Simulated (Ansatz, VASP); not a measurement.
SiC: VASP beside Ansatz

INCAR

```
  PREC = Accurate
  ENCUT = 520
  EDIFF = 1E-6
  ISMEAR = 0
  SIGMA = 0.05
  LREAL = F
  LASPH = T
  NELM = 100
  ALGO = Normal
  ISIF = 2
  LWAVE = F
  LCHARG = T
  GGA = PE
  LELF = T
  LVHAR = T
  NBANDS = 26
```

Contents of KPOINTS:

```
Automatic mesh
0
Gamma
  10 10 3
```

The input POSCAR:

```
SiC
1.0
   -3.0941201809      0.0000000000      0.0000000000
   -1.5470600905     -2.6795866790      0.0000000000
    0.0000000000      0.0000000000     11.1293391998
Si C
4 4
Direct
    0.6666666667      0.6666666667      0.0855940735
    0.3333333333      0.3333333333      0.5406677763
    1.0000000000      1.0000000000      0.7682550216
    1.0000000000      1.0000000000      0.3131813187
    0.6666666667      0.6666666667      0.8246003265
    0.3333333333      0.3333333333      0.3695266237
    0.0000000000      0.0000000000      0.5976463005
    0.0000000000      0.0000000000      0.1425725976
```

Input for Ansatz:

```yaml
crystal:
  lattice:
    - [-3.0941201809, 0.0, 0.0]
    - [-1.5470600905, -2.679586679, 0.0]
    - [0.0, 0.0, 11.1293391998]
  atoms:
    - { symbol: Si, position: [0.6666666667, 0.6666666667, 0.0855940735] }
    - { symbol: Si, position: [0.3333333333, 0.3333333333, 0.5406677763] }
    - { symbol: Si, position: [1.0, 1.0, 0.7682550216] }
    - { symbol: Si, position: [1.0, 1.0, 0.3131813187] }
    - { symbol: C, position: [0.6666666667, 0.6666666667, 0.8246003265] }
    - { symbol: C, position: [0.3333333333, 0.3333333333, 0.3695266237] }
    - { symbol: C, position: [0.0, 0.0, 0.5976463005] }
    - { symbol: C, position: [0.0, 0.0, 0.1425725976] }
basis:
  ecutwfc: 420
kpoints:
  mp_grid: { grid: [10, 10, 3] }
hamiltonian:
  xc: pbe
scf:
  occupations: { method: gaussian, width: 0.05 }
output:
  forces: true
  stress: true
  eigenvalues: true
```

Alike in both runs: task single point; functional PBE; k mesh 10 × 10 × 3; occupations gaussian, width 0.05 eV; no spin polarisation.

|  | VASP | Ansatz |
| --- | --- | --- |
| version | VASP 6.6.1 | Ansatz 0.2.0 |
| potentials or method | VASP PAW PBE potentials, release 64 (Si, C), cutoff 520 eV | scalar-relativistic, plane waves, PAW |
| valence electrons in the cell | 32 | 32 |

Ansatz gave:

```
gap on the k mesh at the Fermi level (eV)                     : 0.67
least direct gap on the mesh (eV)                             : 1.74
pressure (GPa)                                                : -4.0
traceless stress, the component that is largest in VASP (GPa) : -8.11
rms of the force components (eV/Å)                            : 0.673
```

Task: Estimate VASP's values.

Result: gap on the k mesh at the Fermi level (eV): 0.67; least direct gap on the mesh (eV): 1.74; pressure (GPa): -4.1; traceless stress, the component that is largest in VASP (GPa): -8.19; rms of the force components (eV/Å): 0.670.

Atom by atom the forces differ by 0.005 eV/Å (rms over components). With one functional, cell and mesh, what is left measures potentials, basis and numerics.
